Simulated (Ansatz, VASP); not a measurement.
# One calculation of Si3As, two programs

INCAR

```
SYSTEM = Si3As
  PREC = Accurate
  ENCUT = 520
  EDIFF = 1E-6
  ISMEAR = 0
  SIGMA = 0.1
  LREAL = .FALSE.
  LASPH = .TRUE.
  NELM = 80
  ALGO = Normal
  ISIF = 2
  LWAVE = .FALSE.
  LCHARG = .FALSE.
  GGA = PE
  NBANDS = 27
```

KPOINTS

```
regular mesh
0
G
  6 4 4
  0 0 0
```

File POSCAR:

```
Si3As
1.0
    3.5939602537      0.0000000000      0.0000000000
    0.0000000000      6.6996243543      0.0000000000
   -0.9746867708      0.0000000000      5.6187104209
Si As
6 2
Direct
    0.6798270178      0.4849774979      0.7198116945
    0.6798270178      0.0150225021      0.7198116945
    0.3201729822      0.5150225021      0.2801883055
    0.3201729822      0.9849774979      0.2801883055
    0.1406660030      0.2500000000      0.5835751241
    0.8593339970      0.7500000000      0.4164248759
    0.7468613970      0.2500000000      0.1281738641
    0.2531386030      0.7500000000      0.8718261359
```

Input for Ansatz:

```yaml
crystal:
  lattice:
    - [3.5939602537, 0.0, 0.0]
    - [0.0, 6.6996243543, 0.0]
    - [-0.9746867708, 0.0, 5.6187104209]
  atoms:
    - { symbol: Si, position: [0.6798270178, 0.4849774979, 0.7198116945] }
    - { symbol: Si, position: [0.6798270178, 0.0150225021, 0.7198116945] }
    - { symbol: Si, position: [0.3201729822, 0.5150225021, 0.2801883055] }
    - { symbol: Si, position: [0.3201729822, 0.9849774979, 0.2801883055] }
    - { symbol: Si, position: [0.140666003, 0.25, 0.5835751241] }
    - { symbol: Si, position: [0.859333997, 0.75, 0.4164248759] }
    - { symbol: As, position: [0.746861397, 0.25, 0.1281738641] }
    - { symbol: As, position: [0.253138603, 0.75, 0.8718261359] }
basis:
  ecutwfc: 420
kpoints:
  mp_grid: { grid: [6, 4, 4] }
hamiltonian:
  xc: pbe
scf:
  occupations: { method: gaussian, width: 0.1 }
  lower_state_search: "off"
output:
  forces: true
  stress: true
  eigenvalues: true
```

Change from the starting cell: the structure that the rattled cell fell into.

Alike in both runs: task single point; functional PBE; k mesh 6 × 4 × 4; occupations gaussian, width 0.1 eV; no spin polarisation.

|  | VASP | Ansatz |
| --- | --- | --- |
| version | VASP 6.6.1 | Ansatz 0.2.0 |
| potentials or method | VASP PAW PBE potentials, release 64 (Si, As), cutoff 520 eV | scalar-relativistic, plane waves, PAW |
| valence electrons in the cell | 34 | 54 |

Ansatz gave:

```
gap on the k mesh at the Fermi level (eV)                     : none
pressure (GPa)                                                : 0.1
traceless stress, the component that is largest in VASP (GPa) : -0.18
rms of the force components (eV/Å)                            : 0.017
```

What did VASP give for the same quantities?

gap on the k mesh at the Fermi level (eV): none; pressure (GPa): 0.2; traceless stress, the component that is largest in VASP (GPa): -0.18; rms of the force components (eV/Å): 0.021.

Atom by atom the forces differ by 0.006 eV/Å (rms over components). A gap of «none» marks a metal or a gap that the smearing closes. The functional is the same, so the differences come from potentials, cutoffs and numerics. VASP's potentials hold 34 valence electrons a cell and Ansatz's 54, so a difference there can come from the potentials and not from the codes.
